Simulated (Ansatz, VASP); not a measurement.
## Two plane-wave programs on Li2Se

File POSCAR:

```
Li2Se
1.0
    0.0000000000      2.9935210596      2.9935210596
    2.9935210596      0.0000000000      2.9935210596
    2.9935210596      2.9935210596      0.0000000000
Se Li
1 2
Direct
    0.0000000000      0.0000000000      0.0000000000
    0.2500000000      0.2500000000      0.2500000000
    0.7500000000      0.7500000000      0.7500000000
```

File INCAR.step1:

```
SYSTEM = Li2Se
  PREC = Accurate
  ENCUT = 830
  ISMEAR = 0
  SIGMA = 0.01
  LREAL = .False.
  LASPH = .True.
  NELM = 120
  NBANDS = 13
  GGA = PE
  ALGO = Normal
  EDIFF = 1E-5
  LWAVE = .True.
  LCHARG = .False.
  GGA_COMPAT = .False.
```

The input INCAR.step2:

```
SYSTEM = Li2Se
  PREC = Accurate
  ENCUT = 830
  EDIFF = 1E-6
  ISMEAR = 0
  SIGMA = 0.01
  LREAL = .False.
  LASPH = .True.
  NELM = 120
  ALGO = Normal
  ISIF = 2
  LWAVE = .False.
  LCHARG = .True.
  METAGGA = R2SCAN
  LMIXTAU = .True.
  LELF = .True.
  LVHAR = .True.
  NBANDS = 13
  ISTART = 1
  GGA_COMPAT = .False.
```

Contents of KPOINTS:

```
Automatic mesh
0
Gamma
  6 6 6
  0 0 0
```

Input for Ansatz:

```yaml
crystal:
  lattice:
    - [0.0, 2.9935210596, 2.9935210596]
    - [2.9935210596, 0.0, 2.9935210596]
    - [2.9935210596, 2.9935210596, 0.0]
  atoms:
    - { symbol: Se, position: [0.0, 0.0, 0.0] }
    - { symbol: Li, position: [0.25, 0.25, 0.25] }
    - { symbol: Li, position: [0.75, 0.75, 0.75] }
kpoints:
  mp_grid: { grid: [6, 6, 6] }
hamiltonian:
  xc: r2scan
scf:
  occupations: { method: fixed }
  n_extra_bands: 4
output:
  forces: true
  stress: true
  eigenvalues: true
```

Alike in both runs: task single point; functional r2SCAN; k mesh 6 × 6 × 6; no spin polarisation.

```csv
,VASP,Ansatz
version,VASP 6.6.1,Ansatz 0.2.0
potentials or method,"VASP PAW PBE potentials, release 64 (Se, Li_sv)","plane waves, PAW"
plane-wave cutoff (eV),830,500
occupations,"gaussian, width 0.01 eV",fixed
valence electrons in the cell,12,22
```

Ansatz gave:

| Item | Value |
| --- | --- |
| gap on the k mesh at the Fermi level (eV) | 3.48 |
| pressure (GPa) | 0.0 |

Question: What did VASP give for the same quantities?

Answer: gap on the k mesh at the Fermi level (eV): 3.46; pressure (GPa): -0.2.

VASP's potentials were made for PBE, not for r2SCAN. VASP's potentials hold 12 valence electrons a cell and Ansatz's 22, so a difference there can come from the potentials and not from the codes.
